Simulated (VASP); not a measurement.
# Fe (P6_3/mmc) in VASP: further runs

Fe is run at these levels: PBE; tasks: electric field gradients.

All numbers are computed with VASP 6.6.1; they aren't measurements. Logs are shortened: lines on timing, memory, paths and dates and some standing lists are left out, and cuts for length are marked.

## (1) The cell of the first run

The structure is hexagonal, space group P6_3/mmc (No. 194). Conventional cell: a = 2.450 Å, b = 2.450 Å, c = 3.867 Å, α = 90.00°, β = 90.00°, γ = 120.00°. Within 3.2 Å of Fe (site symmetry -6m2) lie 12 Fe at 2.40 to 2.45 Å.

## (2) Electric field gradients, PBE (volume scaled by 1.02)

The input, INCAR:

```
  PREC = Accurate
  ENCUT = 520
  EDIFF = 1E-8
  ISMEAR = -1
  SIGMA = 0.08
  LREAL = F
  LASPH = T
  NELM = 100
  ALGO = Normal
  ISIF = 2
  LWAVE = F
  LCHARG = F
  GGA = PE
  LEFG = T
  NBANDS = 15
```

The input, KPOINTS:

```
regular mesh
0
Gamma
  17 17 10
```

The input, POSCAR:

```
Fe
1.0
    2.4502783040      0.0000000000      0.0000000000
   -1.2251391520      2.1220032576      0.0000000000
    0.0000000000      0.0000000000      3.8673784861
Fe
2
Direct
    0.3333333333      0.6666666667      0.2500000000
    0.6666666667      0.3333333333      0.7500000000
```

Potentials or basis: VASP PAW PBE potentials, release 64 (Fe).

Command:

```sh
> cat potpaw_PBE.64/Fe/POTCAR > POTCAR
> mpirun -np 1 vasp_std > vasp.out
```

OUTCAR:

```text
PREC = Accurate
   ENCUT = 520
   EDIFF = 1E-8
   ISMEAR = -1
   LREAL = F
   LASPH = T
   NELM = 100
   ISIF = 2
   GGA = PE

 ion  position               nearest neighbor table
   1  0.333  0.667  0.250-   2 2.40   2 2.40   2 2.40   2 2.40   2 2.40   2 2.40
   2  0.667  0.333  0.750-   1 2.40   1 2.40   1 2.40   1 2.40   1 2.40   1 2.40

  LATTYP: Found a hexagonal cell.
 ALAT       =     2.4502783040
 C/A-ratio  =     1.5783425417

  Lattice vectors:

 A1 = (   2.4502783040,   0.0000000000,   0.0000000000)
 A2 = (  -1.2251391520,   2.1220032576,   0.0000000000)
 A3 = (   0.0000000000,   0.0000000000,   3.8673784861)

Analysis of symmetry for initial positions (statically):
=====================================================================
 Subroutine PRICEL returns:
 Original cell was already a primitive cell.

 Routine SETGRP: Setting up the symmetry group for a
 hexagonal supercell.

 Subroutine GETGRP returns: Found 24 space group operations
 (whereof 12 operations were pure point group operations)
 out of a pool of 24 trial point group operations.

The static configuration has the point symmetry D_3d.
 The point group associated with its full space group is D_6h.

Analysis of symmetry for dynamics (positions and initial velocities):
=====================================================================
 Subroutine PRICEL returns:
 Original cell was already a primitive cell.

 Routine SETGRP: Setting up the symmetry group for a
 hexagonal supercell.

 Subroutine GETGRP returns: Found 24 space group operations
 (whereof 12 operations were pure point group operations)
 out of a pool of 24 trial point group operations.

The dynamic configuration has the point symmetry D_3d.
 The point group associated with its full space group is D_6h.

 Subroutine INISYM returns: Found 24 space group operations
 (whereof 12 operations are pure point group operations),
 and found     1 'primitive' translations

----------------------------------------------------------------------------------------

                                     Primitive cell

  volume of cell :      20.1084

  direct lattice vectors                    reciprocal lattice vectors
     2.450278304  0.000000000  0.000000000     0.408116906  0.235626405  0.000000000
    -1.225139152  2.122003258  0.000000000     0.000000000  0.471252811  0.000000000
     0.000000000  0.000000000  3.867378486     0.000000000  0.000000000  0.258573089

  length of vectors
     2.450278304  2.450278304  3.867378486     0.471252811  0.471252811  0.258573089

  position of ions in fractional coordinates (direct lattice)
     0.333333333  0.666666667  0.250000000
     0.666666667  0.333333333  0.750000000

  ion indices of the primitive-cell ions
   primitive index   ion index
                 1           1
                 2           2

----------------------------------------------------------------------------------------

 KPOINTS: regular mesh

Automatic generation of k-mesh.
 Grid dimensions read from file:
 generate k-points for:   17   17   10

 Generating k-lattice:

  Cartesian coordinates                     Fractional coordinates (reciprocal lattice)
     0.024006877  0.013860377  0.000000000     0.058823529  0.000000000  0.000000000
     0.000000000  0.027720754  0.000000000     0.000000000  0.058823529  0.000000000
     0.000000000  0.000000000  0.025857309     0.000000000  0.000000000  0.100000000

  Length of vectors
     0.027720754  0.027720754  0.025857309

  Shift w.r.t. Gamma in fractional coordinates (k-lattice)
     0.000000000  0.000000000  0.000000000

 Subroutine IBZKPT returns following result:
 ===========================================

 Found    198 irreducible k-points:

[... 34 lines left out ...]
   NGXF,Y,Z  is equivalent  to a cutoff of  24.43, 24.43, 25.79 a.u.
 SYSTEM =  unknown system
   PREC   = accura    normal or accurate (medium, high low for compatibility)
   ISTART =      0    job   : 0-new  1-cont  2-samecut
   ICHARG =      2    charge: 1-file 2-atom 10-const
   ISPIN  =      1    spin polarized calculation?
   LNONCOLLINEAR =      F non collinear calculations
   LSORBIT =      F    spin-orbit coupling
   LASPH  =      T    aspherical Exc in radial PAW
   ENCUT  =  520.0 eV  38.22 Ry    6.18 a.u.   4.56  4.56  7.19*2*pi/ulx,y,z
   NELM   =    100;   NELMIN=  2; NELMDL= -5     # of ELM steps
   EDIFF  = 0.1E-07   stopping-criterion for ELM
   LREAL  =      F    real-space projection
   EDIFFG = 0.1E-06   stopping-criterion for IOM
   NSW    =      0    number of steps for IOM
   IBRION =     -1    ionic relax: 0-MD 1-quasi-New 2-CG
   NFREE  =      0    steps in history (QN), initial steepest desc. (CG)
   ISIF   =      2    stress and relaxation
   ISYM   =      2    0-nonsym 1-usesym 2-fastsym
   POTIM  = 0.5000    time-step for ionic-motion
   TEBEG  =    0.0;   TEEND  =   0.0 temperature during run
   PSTRESS=    0.0 pullay stress
   NELECT =      16.0000    total number of electrons
   NUPDOWN=      -1.0000    fix difference up-down
   EMIN   =  10.00;   EMAX   =-10.00  energy-range for DOS
   EFERMI =   0.00;   METHOD = LEGACY
   ISMEAR =    -1;   SIGMA  =   0.08  broadening in eV -4-tet -1-fermi 0-gaus
   EFERMI_NEDOS =   21; number of points for ismear=-14 and -15
   IALGO  =     38    algorithm
   IMIX   =      4    mixing-type and parameters
     AMIX     =   0.40;   BMIX     =  1.00
     AMIX_MAG =   1.60;   BMIX_MAG =  1.00
  volume/ion in A,a.u.               =      10.05        67.85
  Fermi-wavevector in a.u.,A,eV,Ry     =   1.517011  2.866735 31.311399  2.301323
  Thomas-Fermi vector in A             =   2.626324
   LORBIT       =      0    0 simple, 1 ext, 2 COOP (PROOUT), +10 PAW based schemes
   GGA     = PE    functional components
   LHFCALC =     F    Hartree Fock is set to
   AEXX    =    0.0000 exact exchange contribution
   IVDW    =     0    specifies the selected vdW correction
   LEPSILON=     F    determine dielectric tensor
   LRPA    =     F    only Hartree local field effects (RPA)
 non-spin polarized calculation
  energy-cutoff  :      520.00
  volume of cell :       20.11
 maximum number of plane-waves:       556
   NGX =  9   NGY =  9   NGZ = 15

 number of electron      16.0000009 magnetization

 Free energy of the ion-electron system (eV)
  ---------------------------------------------------
  ext. energy  EPLUGINS =         0.00000000
  ---------------------------------------------------
  free energy    TOTEN  =       -16.33109557 eV

  energy without entropy =      -16.27606514  energy(sigma->0) =      -16.30358035

 E-fermi :   7.0635     XC(G=0): -13.8704

 val. band max:        7.0617152087   @ k =   0.2941  -0.0000   0.2000
 cond. band min:       7.0642141720   @ k =   0.2941  -0.0000   0.0000
 fundamental gap:      0.0024989632
 Fermi energy:         7.0635090165

 k-point     1 :       0.0000    0.0000    0.0000
  band No.  band energies     occupation
      1      -1.9326      2.00000
      2       2.0514      2.00000
      3       5.3781      2.00000
      4       5.3781      2.00000
      5       5.5216      2.00000
      6       5.8558      2.00000
      7       5.8558      2.00000
      8       6.1937      1.99996
      9       6.1937      1.99996
     10       7.6286      0.00171
     11       7.7858      0.00024
     12       7.7858      0.00024
     13      15.9955      0.00000
     14      29.0461      0.00000
[... 401 lines left out ...]
      2       3.3482      2.00000
      3       3.6790      2.00000
      4       3.8632      2.00000
      5       5.1359      2.00000
      6       5.5376      2.00000
      7       5.9282      2.00000
      8       6.5906      1.99460
      9       7.1735      0.40378
     10       7.7071      0.00064
     11       8.0035      0.00002
     12      14.4858      0.00000
     13      16.4315      0.00000
     14      20.5829      0.00000
     15      21.3611      0.00000

 [... further k-points ...]

------------------------ aborting loop because EDIFF is reached ----------------------------------------

  FORCE on cell =-STRESS in cart. coord.  units (eV):
  Direction    XX          YY          ZZ          XY          YZ          ZX
  --------------------------------------------------------------------------------------
  -------------------------------------------------------------------------------------
  Total        0.4410914      0.4410914      0.5486699      0.0000000      0.0000000      0.0000000
  in kB       35.1447927     35.1447927     43.7163222      0.0000000      0.0000000      0.0000000
  external PRESSURE =      38.0019692 kB  Pullay stress =       0.0000000 kB

 VOLUME and BASIS-vectors are now :
 -----------------------------------------------------------------------------
  energy-cutoff  :      520.00
  volume of cell :       20.11
      direct lattice vectors                 reciprocal lattice vectors
     2.450278304  0.000000000  0.000000000     0.408116906  0.235626405  0.000000000
    -1.225139152  2.122003258  0.000000000     0.000000000  0.471252811  0.000000000
     0.000000000  0.000000000  3.867378486     0.000000000  0.000000000  0.258573089

 POSITION                                       TOTAL-FORCE (eV/Angst)
 -----------------------------------------------------------------------------------
     -0.00000      1.41467      0.96684         0.000000     -0.000000      0.000000
      1.22514      0.70733      2.90053         0.000000      0.000000      0.000000
 -----------------------------------------------------------------------------------
    total drift:                                0.000000     -0.000000     -0.000000

  FREE ENERGIE OF THE ION-ELECTRON SYSTEM (eV)
  ---------------------------------------------------
  free  energy   TOTEN  =       -16.3310955692 eV

  energy  without entropy=      -16.2760651392  energy(sigma->0) =      -16.30358035

 Electric field gradients (V/A^2)
---------------------------------------------------------------------
 ion       V_xx      V_yy      V_zz      V_xy      V_xz      V_yz
---------------------------------------------------------------------
   1       3.767     3.767    -7.534    -0.000     0.000    -0.000
   2       3.767     3.767    -7.534    -0.000    -0.000     0.000
---------------------------------------------------------------------

 Electric field gradients after diagonalization (V/A^2)
 (convention: |V_zz| > |V_xx| > |V_yy|)
----------------------------------------------------------------------
 ion       V_xx      V_yy      V_zz     asymmetry (V_yy - V_xx)/ V_zz
----------------------------------------------------------------------
   1       3.767     3.766    -7.534       0.000
   2       3.767     3.766    -7.534       0.000
----------------------------------------------------------------------

           NMR quadrupolar parameters

 Cq : quadrupolar parameter    Cq=e*Q*V_zz/h
 eta: asymmetry parameters     (V_yy - V_xx)/ V_zz
 Q  : nuclear electric quadrupole moment in mb (millibarn)
----------------------------------------------------------------------
 ion       Cq(MHz)       eta       Q (mb)
----------------------------------------------------------------------
   1      -0.018       0.000       1.000
   2      -0.018       0.000       1.000
----------------------------------------------------------------------
```

Wall time 39 s (1 thread of AMD EPYC 7R13 (Zen 3), shared host); peak memory 0.13 GiB.

Results:

```
Free energy            : -16.3311 eV
Pressure               : 3.8 GPa
Band gap on the k mesh : zero (band 8 reaches 7.91 eV, above the bottom of band 9 at 6.06 eV)
```

Electric field gradients, principal values (V/Å²):
```csv
atom,least,middle,greatest (by size)
1 Fe,3.766,3.767,-7.534
2 Fe,3.766,3.767,-7.534
```

Caveat: without QUAD_EFG the Cq values of the log hold for a quadrupole moment of 1 mb, not for the nuclei; the run has no spin polarisation, though such a crystal can be magnetic. Spin polarisation is off, so any magnetic state and its effect on volume and gap are missing.

[end of part 1 of 3]
